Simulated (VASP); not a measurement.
# Na (Im-3m) in VASP: notebook, part 2 of 2

VASP 6.6.1.

**3. Electric field gradients, PBE (38.36 Å³/atom)**

This run uses another cell than the first one, of 38.36 Å³/atom.

Contents of INCAR:

```
SYSTEM = Na
PREC     = Accurate       ! precision mode
ENCUT    = 400            ! plane-wave cutoff, eV
EDIFF    = 1E-8           ! SCF threshold, eV
ISMEAR   = -1             ! smearing method
SIGMA    = 0.05           ! smearing width, eV
LREAL    = .False.        ! projectors in reciprocal space
LASPH    = .True.         ! aspherical terms in the spheres
NELM     = 120            ! most SCF steps
ALGO     = Normal         ! electronic algorithm
ISIF     = 2              ! what is computed and relaxed
LWAVE    = .False.        ! write WAVECAR
LCHARG   = .False.        ! write CHGCAR
GGA      = PE             ! functional
LEFG     = .True.       
NBANDS   = 10             ! bands
GGA_COMPAT= .False.
```

Contents of KPOINTS:

```
Automatic mesh
0
Gamma
  12 12 12
  0 0 0
```

Contents of POSCAR:

```
Na
1.0
   -2.1245349354      2.1245349354      2.1245349354
    2.1245349354     -2.1245349354      2.1245349354
    2.1245349354      2.1245349354     -2.1245349354
Na
1
Direct
    0.0000000000      0.0000000000      0.0000000000
```

Potentials or basis: VASP PAW PBE potentials, release 64 (Na_pv).

Launch:

```console
cat potpaw_PBE.64/Na_pv/POTCAR > POTCAR
mpirun -np 1 vasp_std > vasp.out
```

OUTCAR:

```text
SYSTEM = Na
   PREC = Accurate
   ENCUT = 400
   EDIFF = 1E-8
   ISMEAR = -1
   LREAL = .False.
   LASPH = .True.
   NELM = 120
   ISIF = 2
   GGA = PE

 ion  position               nearest neighbor table
   1  0.000  0.000  0.000-

  LATTYP: Found a body centered cubic cell.
 ALAT       =     4.2490698708

  Lattice vectors:

 A1 = (  -2.1245349354,   2.1245349354,   2.1245349354)
 A2 = (   2.1245349354,  -2.1245349354,   2.1245349354)
 A3 = (   2.1245349354,   2.1245349354,  -2.1245349354)

Analysis of symmetry for initial positions (statically):
=====================================================================
 Subroutine PRICEL returns:
 Original cell was already a primitive cell.

 Routine SETGRP: Setting up the symmetry group for a
 body centered cubic supercell.

 Subroutine GETGRP returns: Found 48 space group operations
 (whereof 48 operations were pure point group operations)
 out of a pool of 48 trial point group operations.

The static configuration has the point symmetry O_h .

Analysis of symmetry for dynamics (positions and initial velocities):
=====================================================================
 Subroutine PRICEL returns:
 Original cell was already a primitive cell.

 Routine SETGRP: Setting up the symmetry group for a
 body centered cubic supercell.

 Subroutine GETGRP returns: Found 48 space group operations
 (whereof 48 operations were pure point group operations)
 out of a pool of 48 trial point group operations.

The dynamic configuration has the point symmetry O_h .

 Subroutine INISYM returns: Found 48 space group operations
 (whereof 48 operations are pure point group operations),
 and found     1 'primitive' translations
[... 156 lines left out ...]
      8      12.7253      0.00000
      9      12.7253      0.00000
     10      13.2677      0.00000
[... 287 lines left out ...]
 k-point    24 :       0.4167    0.0833    0.0833
  band No.  band energies     occupation
      1     -24.7224      2.00000
      2     -24.7049      2.00000
      3     -24.6948      2.00000
      4       1.1927      0.00000
      5       1.6396      0.00000
      6       6.3402      0.00000
      7       7.3528      0.00000
      8      11.7019      0.00000
      9      12.4410      0.00000
     10      16.2729      0.00000

 [... further k-points ...]

------------------------ aborting loop because EDIFF is reached ----------------------------------------

  FORCE on cell =-STRESS in cart. coord.  units (eV):
  Direction    XX          YY          ZZ          XY          YZ          ZX
  --------------------------------------------------------------------------------------
  -------------------------------------------------------------------------------------
  Total       -0.1036913     -0.1036913     -0.1036913      0.0000000      0.0000000     -0.0000000
  in kB       -4.3311316     -4.3311316     -4.3311316      0.0000000      0.0000000     -0.0000000
  external PRESSURE =      -4.3311316 kB  Pullay stress =       0.0000000 kB

 VOLUME and BASIS-vectors are now :
 -----------------------------------------------------------------------------
  energy-cutoff  :      400.00
  volume of cell :       38.36
      direct lattice vectors                 reciprocal lattice vectors
    -2.124534935  2.124534935  2.124534935     0.000000000  0.235345624  0.235345624
     2.124534935 -2.124534935  2.124534935     0.235345624  0.000000000  0.235345624
     2.124534935  2.124534935 -2.124534935     0.235345624  0.235345624  0.000000000

 POSITION                                       TOTAL-FORCE (eV/Angst)
 -----------------------------------------------------------------------------------
      0.00000      0.00000      0.00000         0.000000      0.000000      0.000000
 -----------------------------------------------------------------------------------
    total drift:                               -0.000000      0.000000      0.000000

  FREE ENERGIE OF THE ION-ELECTRON SYSTEM (eV)
  ---------------------------------------------------
  free  energy   TOTEN  =        -1.3099609370 eV

  energy  without entropy=       -1.3045402216  energy(sigma->0) =       -1.30725058

 Electric field gradients (V/A^2)
---------------------------------------------------------------------
 ion       V_xx      V_yy      V_zz      V_xy      V_xz      V_yz
---------------------------------------------------------------------
   1       0.000     0.000     0.000    -0.003    -0.003    -0.003
---------------------------------------------------------------------

 Electric field gradients after diagonalization (V/A^2)
 (convention: |V_zz| > |V_xx| > |V_yy|)
----------------------------------------------------------------------
 ion       V_xx      V_yy      V_zz     asymmetry (V_yy - V_xx)/ V_zz
----------------------------------------------------------------------
   1       0.003     0.003    -0.007       0.000
----------------------------------------------------------------------

           NMR quadrupolar parameters

 Cq : quadrupolar parameter    Cq=e*Q*V_zz/h
 eta: asymmetry parameters     (V_yy - V_xx)/ V_zz
 Q  : nuclear electric quadrupole moment in mb (millibarn)
----------------------------------------------------------------------
 ion       Cq(MHz)       eta       Q (mb)
----------------------------------------------------------------------
   1      -0.000       0.000       1.000
----------------------------------------------------------------------
```

OSZICAR:

```text
N       E                     dE             d eps       ncg     rms          rms(c)
DAV:   1     0.243254040940E+02    0.24325E+02   -0.35106E+03  1444   0.479E+02
DAV:   2    -0.827174924999E+00   -0.25153E+02   -0.25066E+02  1482   0.130E+02
DAV:   3    -0.130608820462E+01   -0.47891E+00   -0.47866E+00  1748   0.206E+01
DAV:   4    -0.131030764682E+01   -0.42194E-02   -0.42192E-02  1766   0.187E+00
DAV:   5    -0.131036308717E+01   -0.55440E-04   -0.55440E-04  1674   0.211E-01    0.206E-01
DAV:   6    -0.131009154057E+01    0.27155E-03   -0.47866E-04  1740   0.261E-01    0.139E-01
DAV:   7    -0.130996879327E+01    0.12275E-03   -0.10038E-03  1600   0.315E-01    0.151E-02
DAV:   8    -0.130996043399E+01    0.83593E-05   -0.48317E-05  1816   0.113E-01    0.301E-03
DAV:   9    -0.130996088208E+01   -0.44809E-06   -0.24722E-07  1624   0.471E-03    0.120E-03
DAV:  10    -0.130996093925E+01   -0.57174E-07   -0.47751E-08  1686   0.161E-03    0.134E-04
DAV:  11    -0.130996093703E+01    0.22268E-08   -0.12408E-09   988   0.318E-04
   1 F= -.13099609E+01 E0= -.13072506E+01  d E =-.542072E-02
```

stdout:

```text
POSCAR found type information on POSCAR Na
 POSCAR found :  1 types and       1 ions
 scaLAPACK will be used
 LDA part: xc-table for (Slater+PW92), standard interpolation
 POSCAR, INCAR and KPOINTS ok, starting setup
 FFT: planning ... GRIDC
 FFT: planning ... GRID_SOFT
 FFT: planning ... GRID
 WAVECAR not read
 entering main loop
ion   1
```

Wall time 8.6 s (1 thread of AMD EPYC 7R13 (Zen 3), shared host); peak memory 0.11 GiB.

Results:

| Quantity | Value |
| --- | --- |
| Free energy | -1.3100 eV |
| Pressure | -0.4 GPa |
| Band gap on the k mesh | zero (an odd number of electrons rules out a gap without spin polarisation) |
| Largest electric field gradient by atom | zero within the noise of the run |

Levels at points of the mesh, in eV from the Fermi level:
```
           k point  band 1  band 2  band 3  band 4  band 5  band 6  band 7  band 8
(0.00, 0.00, 0.00)  -24.89  -24.89  -24.89   -3.17   11.55   11.55   11.55   12.53
(0.50, 0.00, 0.00)  -24.92  -24.90  -24.89    0.78    1.22    8.10    8.96    9.10
(0.50, 0.50, 0.50)  -24.91  -24.91  -24.91    4.50    4.50    4.82    4.82    4.82
```

**4. Electric field gradients, PBE (38.36 Å³/atom)**

This run uses another cell than the first one, of 38.36 Å³/atom.

Contents of INCAR:

```
ALGO     = Normal         # electronic algorithm
EDIFF    = 1E-8           # SCF threshold, eV
ENCUT    = 400            # plane-wave cutoff, eV
GGA      = PE             # functional
GGA_COMPAT= False        
ISIF     = 2              # what is computed and relaxed
ISMEAR   = -1             # smearing method
LASPH    = True           # aspherical terms in the spheres
LCHARG   = False          # write CHGCAR
LEFG     = True         
LREAL    = False          # projectors in reciprocal space
LWAVE    = False          # write WAVECAR
NBANDS   = 10             # bands
NELM     = 120            # most SCF steps
PREC     = Accurate       # precision mode
SIGMA    = 0.05           # smearing width, eV
```

Contents of KPOINTS:

```
k-points
0
Gamma
  12 12 12
```

POSCAR is that of step 3.

Potentials or basis: VASP PAW PBE potentials, release 64 (Na_pv).

Launch:

```console
cat potpaw_PBE.64/Na_pv/POTCAR > POTCAR
mpirun -np 1 vasp_std > vasp.out
```

OUTCAR:

```text
EDIFF = 1E-8
   ENCUT = 400
   GGA = PE
   ISIF = 2
   ISMEAR = -1
   LASPH = True
   LREAL = False
   NELM = 120
   PREC = Accurate

 ion  position               nearest neighbor table
   1  0.000  0.000  0.000-

  LATTYP: Found a body centered cubic cell.
 ALAT       =     4.2490698708

  Lattice vectors:

 A1 = (  -2.1245349354,   2.1245349354,   2.1245349354)
[... 518 lines left out ...]
    total drift:                               -0.000000      0.000000      0.000000

  FREE ENERGIE OF THE ION-ELECTRON SYSTEM (eV)
  ---------------------------------------------------
  free  energy   TOTEN  =        -1.3099609370 eV

  energy  without entropy=       -1.3045402216  energy(sigma->0) =       -1.30725058

 Electric field gradients (V/A^2)
---------------------------------------------------------------------
 ion       V_xx      V_yy      V_zz      V_xy      V_xz      V_yz
---------------------------------------------------------------------
   1       0.000     0.000     0.000    -0.003    -0.003    -0.003
---------------------------------------------------------------------

 Electric field gradients after diagonalization (V/A^2)
 (convention: |V_zz| > |V_xx| > |V_yy|)
----------------------------------------------------------------------
 ion       V_xx      V_yy      V_zz     asymmetry (V_yy - V_xx)/ V_zz
----------------------------------------------------------------------
   1       0.003     0.003    -0.007       0.000
----------------------------------------------------------------------

           NMR quadrupolar parameters

 Cq : quadrupolar parameter    Cq=e*Q*V_zz/h
 eta: asymmetry parameters     (V_yy - V_xx)/ V_zz
 Q  : nuclear electric quadrupole moment in mb (millibarn)
----------------------------------------------------------------------
 ion       Cq(MHz)       eta       Q (mb)
----------------------------------------------------------------------
   1      -0.000       0.000       1.000
----------------------------------------------------------------------
```

OSZICAR:

```text
N       E                     dE             d eps       ncg     rms          rms(c)
DAV:   1     0.243254040940E+02    0.24325E+02   -0.35106E+03  1444   0.479E+02
DAV:   2    -0.827174924999E+00   -0.25153E+02   -0.25066E+02  1482   0.130E+02
DAV:   3    -0.130608820462E+01   -0.47891E+00   -0.47866E+00  1748   0.206E+01
DAV:   4    -0.131030764682E+01   -0.42194E-02   -0.42192E-02  1766   0.187E+00
DAV:   5    -0.131036308717E+01   -0.55440E-04   -0.55440E-04  1674   0.211E-01    0.206E-01
DAV:   6    -0.131009154057E+01    0.27155E-03   -0.47866E-04  1740   0.261E-01    0.139E-01
DAV:   7    -0.130996879327E+01    0.12275E-03   -0.10038E-03  1600   0.315E-01    0.151E-02
DAV:   8    -0.130996043399E+01    0.83593E-05   -0.48317E-05  1816   0.113E-01    0.301E-03
DAV:   9    -0.130996088208E+01   -0.44809E-06   -0.24722E-07  1624   0.471E-03    0.120E-03
DAV:  10    -0.130996093925E+01   -0.57174E-07   -0.47751E-08  1686   0.161E-03    0.134E-04
DAV:  11    -0.130996093703E+01    0.22268E-08   -0.12408E-09   988   0.318E-04
   1 F= -.13099609E+01 E0= -.13072506E+01  d E =-.542072E-02
```

It took 8.9 s on 1 thread of AMD EPYC 7R13 (Zen 3), shared host; peak memory 0.11 GiB.

Results:

```
Free energy                             : -1.3100 eV
Pressure                                : -0.4 GPa
Band gap on the k mesh                  : zero (an odd number of electrons rules out a gap without spin polarisation)
Largest electric field gradient by atom : zero within the noise of the run
```
